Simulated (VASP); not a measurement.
Write the native input for VASP 6.6.1 that does the following.

```yaml
Task: single point
Functional: PBEsol
Potentials_or_basis: VASP PAW PBE potentials, release 64 (Ti_sv)
Cutoff: 520 eV
k_mesh: 20 × 20 × 20
Occupations: gaussian, width 0.15 eV
Spin: no spin polarisation
Dipole_correction: no
Further_INCAR_settings: ALGO = Fast; EDIFF = 1e-06; NBANDS = 12
```

The structure of Ti lies in POSCAR:

```
Ti
1.0
   -1.6637718523      1.6637718523      1.6049504194
    1.6637718523     -1.6637718523      1.6049504194
    1.5461289865      1.5461289865     -1.6049504194
Ti
1
Direct
    0.0000000000      0.0000000000      0.0000000000
```

This cell differs from its parent crystal: engineering shear strain xy -0.0733, normal strain along z +0.0000.

One way to write it, as run:

INCAR

```
SYSTEM = Ti
PREC = Accurate
ENCUT = 520
EDIFF = 1E-6
ISMEAR = 0
SIGMA = 0.15
LREAL = .FALSE.
LASPH = .TRUE.
NELM = 100
ALGO = Fast
ISIF = 2
LWAVE = .FALSE.
LCHARG = .FALSE.
GGA = PS
NBANDS = 12
```

KPOINTS

```
Automatic mesh
0
G
  20 20 20
  0 0 0
```

Potentials or basis: VASP PAW PBE potentials, release 64 (Ti_sv).

Run with:

```console
$ cat potpaw_PBE.64/Ti_sv/POTCAR > POTCAR
$ mpirun -np 1 vasp_std > vasp.out
```

It gave:

The pressure is -0.4 GPa and the band gap on the k mesh is zero (band 6 reaches 9.52 eV, above the bottom of band 7 at 7.87 eV).

Caveat: the cell differs from its parent crystal (engineering shear strain xy -0.0733, normal strain along z +0.0000); the PAW data sets were made with another functional, which shifts forces and pressure a little.

It took 110 s on 1 thread of Intel(R) Xeon(R) 6975P-C (Granite Rapids) (shared host), peak memory 0.32 GiB.
